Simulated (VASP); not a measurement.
A run of VASP 6.6.1:

The input INCAR:

```
SYSTEM = CaS
PREC = Accurate
ENCUT = 500
EDIFF = 1E-6
ISMEAR = 0
SIGMA = 0.05
LREAL = .FALSE.
LASPH = .TRUE.
NELM = 120
ALGO = Normal
ISIF = 2
LWAVE = .FALSE.
LCHARG = .FALSE.
GGA = B5
ALDAX = 1.0
AGGAX = 1.0
AGGAC = 1.0
ALDAC = 0.0
IVDW = 12
VDW_S6 = 1.0
VDW_S8 = 2.6996
VDW_A1 = 0.4298
VDW_A2 = 4.2359
NBANDS = 15
GGA_COMPAT = .FALSE.
```

Contents of KPOINTS:

```
Automatic mesh
0
G
  8 8 8
  0 0 0
```

File POSCAR:

```
CaS
1.0
    0.0000000000      2.7857887943      2.7857887943
    2.7857887943      0.0000000000      2.7857887943
    2.7857887943      2.7857887943      0.0000000000
Ca S
1 1
Direct
    0.5000000000      0.5000000000      0.5000000000
    0.0000000000      0.0000000000      0.0000000000
```

Potentials or basis: VASP PAW PBE potentials, release 64 (Ca_sv, S).

Run with:

```bash
$ cat potpaw_PBE.64/Ca_sv/POTCAR potpaw_PBE.64/S/POTCAR > POTCAR
$ mpirun -np 1 vasp_std > vasp.out
```

Hardware: 1 thread of Intel(R) Xeon(R) Platinum 8259CL CPU @ 2.50GHz (Skylake/Cascade Lake) (shared host).

Problem. How long does it take, and how much memory?

Solution. Run time: 24 s on 1 thread of Intel(R) Xeon(R) Platinum 8259CL CPU @ 2.50GHz (Skylake/Cascade Lake) (shared host), peak memory 0.18 GiB. Counts: scf iterations 12, k points 29.
